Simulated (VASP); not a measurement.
# Y (Fd-3m) in VASP: notebook, part 2 of 2

VASP 6.6.1. Earlier steps stand in the parts before.

### Step 3. Relaxation of cell and atoms, r2SCAN

This run uses another cell than the first one, of 42.88 Å³/atom.

Contents of POSCAR:

```
Y
1.0
    0.0000000000      3.5000000000      3.5000000000
    3.5000000000      0.0000000000      3.5000000000
    3.5000000000      3.5000000000      0.0000000000
Y
2
Direct
    0.0000000000      0.0000000000      0.0000000000
    0.2500000000      0.2500000000      0.2500000000
```

Contents of INCAR.step1:

```
PREC = Accurate
ENCUT = 600
ISMEAR = -1
SIGMA = 0.1
LREAL = False
LASPH = True
NELM = 80
GGA = PE
ALGO = Normal
EDIFF = 1E-4
LWAVE = True
LCHARG = False
```

Contents of INCAR.step2:

```
PREC = Accurate
ENCUT = 600
EDIFF = 1E-6
ISMEAR = -1
SIGMA = 0.1
LREAL = False
LASPH = True
NELM = 80
ALGO = Normal
ISIF = 3
LWAVE = False
LCHARG = False
METAGGA = R2SCAN
LMIXTAU = True
IBRION = 2
NSW = 80
EDIFFG = -0.01
ISTART = 1
```

Contents of KPOINTS:

```
Automatic mesh
0
Gamma
  6 6 6
```

Potentials or basis: VASP PAW PBE potentials, release 64 (Y_sv).

Run with:

```
cat potpaw_PBE.64/Y_sv/POTCAR > POTCAR
cp INCAR.step1 INCAR
mpirun -np 1 vasp_std > vasp.out
cp INCAR.step2 INCAR
mpirun -np 1 vasp_std > vasp.out
```

OUTCAR:

```text
PREC = Accurate
   ENCUT = 600
   EDIFF = 1E-6
   ISMEAR = -1
   LREAL = False
   LASPH = True
   NELM = 80
   ISIF = 3
   METAGGA = R2SCAN
   IBRION = 2
   NSW = 80
   EDIFFG = -0.01
   ISTART = 1

 ion  position               nearest neighbor table
   1  0.000  0.000  0.000-   2 3.03   2 3.03   2 3.03   2 3.03
   2  0.250  0.250  0.250-   1 3.03   1 3.03   1 3.03   1 3.03

  LATTYP: Found a face centered cubic cell.
 ALAT       =     7.0000000000

  Lattice vectors:

 A1 = (   0.0000000000,   3.5000000000,   3.5000000000)
 A2 = (   3.5000000000,   0.0000000000,   3.5000000000)
 A3 = (   3.5000000000,   3.5000000000,   0.0000000000)

Analysis of symmetry for initial positions (statically):
=====================================================================
 Subroutine PRICEL returns:
 Original cell was already a primitive cell.

 Routine SETGRP: Setting up the symmetry group for a
 face centered cubic supercell.

 Subroutine GETGRP returns: Found 48 space group operations
 (whereof 24 operations were pure point group operations)
 out of a pool of 48 trial point group operations.

The static configuration has the point symmetry T_d .
 The point group associated with its full space group is O_h .

Analysis of symmetry for dynamics (positions and initial velocities):
=====================================================================
 Subroutine PRICEL returns:
 Original cell was already a primitive cell.

 Routine SETGRP: Setting up the symmetry group for a
 face centered cubic supercell.

 Subroutine GETGRP returns: Found 48 space group operations
 (whereof 24 operations were pure point group operations)
 out of a pool of 48 trial point group operations.

The dynamic configuration has the point symmetry T_d .
 The point group associated with its full space group is O_h .

 Subroutine INISYM returns: Found 48 space group operations
 (whereof 24 operations are pure point group operations),
 and found     1 'primitive' translations

----------------------------------------------------------------------------------------

                                     Primitive cell

  volume of cell :      85.7500

  direct lattice vectors                    reciprocal lattice vectors
     0.000000000  3.500000000  3.500000000    -0.142857143  0.142857143  0.142857143
     3.500000000  0.000000000  3.500000000     0.142857143 -0.142857143  0.142857143
     3.500000000  3.500000000  0.000000000     0.142857143  0.142857143 -0.142857143

  length of vectors
     4.949747468  4.949747468  4.949747468     0.247435830  0.247435830  0.247435830

  position of ions in fractional coordinates (direct lattice)
     0.000000000  0.000000000  0.000000000
     0.250000000  0.250000000  0.250000000

  ion indices of the primitive-cell ions
   primitive index   ion index
                 1           1
                 2           2

----------------------------------------------------------------------------------------

 KPOINTS: Automatic mesh

Automatic generation of k-mesh.
 Grid dimensions read from file:
 generate k-points for:    6    6    6

 Generating k-lattice:

  Cartesian coordinates                     Fractional coordinates (reciprocal lattice)
    -0.023809524  0.023809524  0.023809524     0.166666667  0.000000000  0.000000000
     0.023809524 -0.023809524  0.023809524     0.000000000  0.166666667  0.000000000
     0.023809524  0.023809524 -0.023809524     0.000000000  0.000000000  0.166666667

  Length of vectors
     0.041239305  0.041239305  0.041239305

  Shift w.r.t. Gamma in fractional coordinates (k-lattice)
     0.000000000  0.000000000  0.000000000

 Subroutine IBZKPT returns following result:
 ===========================================

 Found     16 irreducible k-points:

 Following reciprocal coordinates:
            Coordinates               Weight
  0.000000  0.000000  0.000000      1.000000
  0.166667  0.000000  0.000000      8.000000
  0.333333  0.000000  0.000000      8.000000
  0.500000  0.000000  0.000000      4.000000
  0.166667  0.166667  0.000000      6.000000
  0.333333  0.166667  0.000000     24.000000
[... 8 lines left out ...]
 -0.333333  0.333333  0.166667     24.000000
 -0.333333  0.500000  0.166667     12.000000
   k-points           NKPTS =     16   k-points in BZ     NKDIM =     16   number of bands    NBANDS=     15
   number of dos      NEDOS =    301   number of ions     NIONS =      2
   total plane-waves  NPLWV =  64000
   dimension x,y,z NGX =    40 NGY =   40 NGZ =   40
   dimension x,y,z NGXF=    80 NGYF=   80 NGZF=   80
   ions per type =               2
   NGX,Y,Z   is equivalent  to a cutoff of  13.43, 13.43, 13.43 a.u.
   NGXF,Y,Z  is equivalent  to a cutoff of  26.87, 26.87, 26.87 a.u.
 SYSTEM =  unknown system
   PREC   = accura    normal or accurate (medium, high low for compatibility)
   ISTART =      1    job   : 0-new  1-cont  2-samecut
   ICHARG =      0    charge: 1-file 2-atom 10-const
   ISPIN  =      1    spin polarized calculation?
   LNONCOLLINEAR =      F non collinear calculations
   LSORBIT =      F    spin-orbit coupling
   LASPH  =      T    aspherical Exc in radial PAW
   ENCUT  =  600.0 eV  44.10 Ry    6.64 a.u.   9.89  9.89  9.89*2*pi/ulx,y,z
   NELM   =     80;   NELMIN=  2; NELMDL=  0     # of ELM steps
   EDIFF  = 0.1E-05   stopping-criterion for ELM
   LREAL  =      F    real-space projection
   EDIFFG = -.1E-01   stopping-criterion for IOM
   NSW    =     80    number of steps for IOM
   IBRION =      2    ionic relax: 0-MD 1-quasi-New 2-CG
   NFREE  =      1    steps in history (QN), initial steepest desc. (CG)
   ISIF   =      3    stress and relaxation
   ISYM   =      2    0-nonsym 1-usesym 2-fastsym
   POTIM  = 0.5000    time-step for ionic-motion
   TEBEG  =    0.0;   TEEND  =   0.0 temperature during run
   PSTRESS=    0.0 pullay stress
   NELECT =      22.0000    total number of electrons
   NUPDOWN=      -1.0000    fix difference up-down
   EMIN   =  10.00;   EMAX   =-10.00  energy-range for DOS
   EFERMI =   0.00;   METHOD = LEGACY
   ISMEAR =    -1;   SIGMA  =   0.10  broadening in eV -4-tet -1-fermi 0-gaus
   EFERMI_NEDOS =   21; number of points for ismear=-14 and -15
   IALGO  =     38    algorithm
   IMIX   =      4    mixing-type and parameters
     AMIX     =   0.40;   BMIX     =  1.00
     AMIX_MAG =   1.60;   BMIX_MAG =  1.00
  volume/ion in A,a.u.               =      42.88       289.33
  Fermi-wavevector in a.u.,A,eV,Ry     =   1.040250  1.965787 14.723134  1.082120
  Thomas-Fermi vector in A             =   2.174817
   LORBIT       =      0    0 simple, 1 ext, 2 COOP (PROOUT), +10 PAW based schemes
   METAGGA = R2SCAN    functional components
   LHFCALC =     F    Hartree Fock is set to
   AEXX    =    0.0000 exact exchange contribution
   IVDW    =     0    specifies the selected vdW correction
   LEPSILON=     F    determine dielectric tensor
   LRPA    =     F    only Hartree local field effects (RPA)
 conjugate gradient relaxation of ions
 non-spin polarized calculation
  energy-cutoff  :      600.00
  volume of cell :       85.75
 maximum number of plane-waves:      2884
   NGX = 19   NGY = 19   NGZ = 19

--------------------------------------- Ionic step        1  -------------------------------------------

 number of electron      22.0000002 magnetization

 Free energy of the ion-electron system (eV)
  ---------------------------------------------------
  ext. energy  EPLUGINS =         0.00000000
  ---------------------------------------------------
  free energy    TOTEN  =       -36.33741381 eV

  energy without entropy =      -36.22396795  energy(sigma->0) =      -36.28069088

------------------------ aborting loop because EDIFF is reached ----------------------------------------

  FORCE on cell =-STRESS in cart. coord.  units (eV):
  Direction    XX          YY          ZZ          XY          YZ          ZX
  --------------------------------------------------------------------------------------
  -------------------------------------------------------------------------------------
  Total       -0.2151232     -0.2151232     -0.2151232     -0.0000000      0.0000000      0.0000000
  in kB       -4.0194229     -4.0194229     -4.0194229     -0.0000000      0.0000000      0.0000000
  external PRESSURE =      -4.0194229 kB  Pullay stress =       0.0000000 kB
[... 93 lines left out ...]
  energy  without entropy=      -36.2440448508  energy(sigma->0) =      -36.29394828

--------------------------------------- Ionic step        4  -------------------------------------------

 number of electron      21.9999999 magnetization

 Free energy of the ion-electron system (eV)
  ---------------------------------------------------
  ext. energy  EPLUGINS =         0.00000000
  ---------------------------------------------------
  free energy    TOTEN  =       -36.34407085 eV

  energy without entropy =      -36.24202019  energy(sigma->0) =      -36.29304552

 E-fermi :   1.7320     XC(G=0):  -9.0122

 val. band max:        1.7013871806   @ k =  -0.3333   0.3333   0.0000
 cond. band min:       1.7413869961   @ k =   0.3333   0.3333   0.0000
 fundamental gap:      0.0399998156
 Fermi energy:         1.7319648870

 k-point     1 :       0.0000    0.0000    0.0000
  band No.  band energies     occupation
      1     -43.1690      2.00000
      2     -42.8009      2.00000
      3     -22.7592      2.00000
      4     -22.7592      2.00000
      5     -22.7592      2.00000
      6     -22.0463      2.00000
      7     -22.0463      2.00000
      8     -22.0463      2.00000
      9      -2.2148      2.00000
     10       1.5578      1.70180
     11       1.5578      1.70180
     12       2.3402      0.00455
     13       2.3402      0.00455
     14       2.3402      0.00455
     15       3.9713      0.00000
[... 297 lines left out ...]
  FREE ENERGIE OF THE ION-ELECTRON SYSTEM (eV)
  ---------------------------------------------------
  free  energy   TOTEN  =       -36.3440708483 eV

  energy  without entropy=      -36.2420201922  energy(sigma->0) =      -36.29304552

 reached required accuracy - stopping structural energy minimisation
```

Run time: 13 min. Hardware: 1 thread of Intel Xeon 8259CL, shared host; peak memory 0.29 GiB.

Results:

* Free energy: -36.3441 eV
* Relaxed volume: 40.72 Å³/atom
* Relaxed cell: a = 4.865 Å, b = 4.865 Å, c = 4.865 Å, α = 60.00°, β = 60.00°, γ = 60.00°
* Space group after relaxing (to 0.1 Å): Fd-3m (No. 227)
* Energy gained by relaxing: 3.3 meV/atom
* Ionic steps: 4
* Pressure after relaxing: 0.0 GPa
* Band gap on the k mesh: zero (bands 11 and 12 overlap by 0.44 eV)

The path:
| step | energy change (eV) | largest force (eV/Å) | pressure (GPa) | volume (Å³) |
| --- | --- | --- | --- | --- |
| 1 | 0.0000 | 0.0000 | -0.40 | 85.75 |
| 2 | -0.0030 | 0.0000 | -0.33 | 84.42 |
| 3 | -0.0064 | 0.0000 | 0.11 | 80.52 |
| 4 | -0.0067 | 0.0000 | -0.03 | 81.44 |

Final structure:
```
CELL_PARAMETERS angstrom
0.00000 3.44030 3.44030
3.44030 0.00000 3.44030
3.44030 3.44030 0.00000
ATOMIC_POSITIONS crystal
Y 0.00000 0.00000 0.00000
Y 0.25000 0.25000 0.25000
```

Caveat: the PAW data sets were made with another functional, which shifts forces and pressure a little.

The gap in the log of VASP goes by the Fermi energy; the results here count the filled bands.